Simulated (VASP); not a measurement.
Set up this calculation in VASP 6.6.1, as the native input.

```yaml
Task: single point
Functional: PBE
Potentials_or_basis: VASP PAW PBE potentials, release 64 (Pb_d, I)
Cutoff: 400 eV
k_mesh: 6 × 6 × 1
Occupations: gaussian, width 0.1 eV
Spin: no spin polarisation
Dipole_correction: yes
Further_INCAR_settings: ALGO = Normal; EDIFF = 1e-06; NBANDS = 21; NELMDL = -8
```

The structure of PbI2 lies in POSCAR:

```
PbI2
1.0
    4.5550020000      0.0000000000      0.0000000000
   -2.2775010000      3.9447470000      0.0000000000
    0.0000000000      0.0000000000     18.0000000000
Pb I
1 2
Direct
    0.0000000000      0.0000000000      0.5000000000
    0.3333333300      0.6666666700      0.6027169400
    0.6666666700      0.3333333300      0.3972830600
```

The cell was built from a structure type or drawn by symmetry, and may not be a known phase.

These files were run (other wordings do the same):

INCAR

```
ALGO = Normal
DIPOL = 0.5 0.5 0.500
EDIFF = 1E-6
ENCUT = 400
GGA = PE
GGA_COMPAT = False
IDIPOL = 3
ISIF = 2
ISMEAR = 0
LASPH = True
LCHARG = False
LDIPOL = True
LREAL = False
LWAVE = False
NBANDS = 21
NELM = 120
NELMDL = -8
PREC = Accurate
SIGMA = 0.1
```

KPOINTS

```
k-points
0
Gamma
  6 6 1
```

Potentials or basis: VASP PAW PBE potentials, release 64 (Pb_d, I).

Launch:

```console
$ cat potpaw_PBE.64/Pb_d/POTCAR potpaw_PBE.64/I/POTCAR > POTCAR
$ mpirun -np 1 vasp_std > vasp.out
```

Results of the run:

The largest force is 0.275 eV/Å. The band gap on the k mesh is 2.54 eV (least direct gap 2.91 eV).

Caveat: spin-orbit coupling is left out, which moves the levels of the heavy elements.

It took 28 s on 1 thread of AMD EPYC 9R45 96-Core Processor (Zen 5), with other jobs on the host, peak memory 0.28 GiB.
